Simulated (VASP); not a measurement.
Set up this calculation in VASP 6.6.1, as the native input.

```
Task                   : single point
Functional             : RPBE
Dispersion             : D4
Potentials or basis    : VASP PAW PBE potentials, release 64 (Mg)
Cutoff                 : 520 eV
k mesh                 : 10 × 10 × 5
Occupations            : fermi-dirac, width 0.05 eV
Spin                   : no spin polarisation
Dipole correction      : no
Further INCAR settings : ALGO = Fast; EDIFF = 1e-06; NBANDS = 9
```

The structure of Mg lies in POSCAR:

```
Mg
1.0
    3.1877604248      0.0000000000      0.0000000000
   -1.5938802124      2.7606815091      0.0000000000
    0.0000000000      0.0000000000      5.1753304900
Mg
2
Direct
    0.6666666667      0.3333333333      0.7500000000
    0.3333333333      0.6666666667      0.2500000000
```

The input as run:

INCAR

```
SYSTEM = Mg
PREC = Accurate
ENCUT = 520
EDIFF = 1E-6
ISMEAR = -1
SIGMA = 0.05
LREAL = .FALSE.
LASPH = .TRUE.
NELM = 80
ALGO = Fast
ISIF = 2
LWAVE = .FALSE.
LCHARG = .FALSE.
GGA = RP
IVDW = 13
NBANDS = 9
```

KPOINTS

```
regular mesh
0
G
  10 10 5
  0 0 0
```

Potentials or basis: VASP PAW PBE potentials, release 64 (Mg).

The run is started by

```bash
$ cat potpaw_PBE.64/Mg/POTCAR > POTCAR
$ mpirun -np 1 vasp_std > vasp.out
```

It gave:

```
Pressure                   : 0.4 GPa
Band gap on the k mesh     : zero (band 2 reaches 3.42 eV, above the bottom of band 3 at 1.57 eV)
Dispersion energy per atom : -0.150 eV
```

Caveat: the PAW data sets were made with another functional, which shifts forces and pressure a little; pairwise dispersion overbinds metals, which lowers pressure and volume.

Wall time 7.8 s on 1 thread of Intel Xeon 6975P-C, on a shared host, peak memory 0.16 GiB.
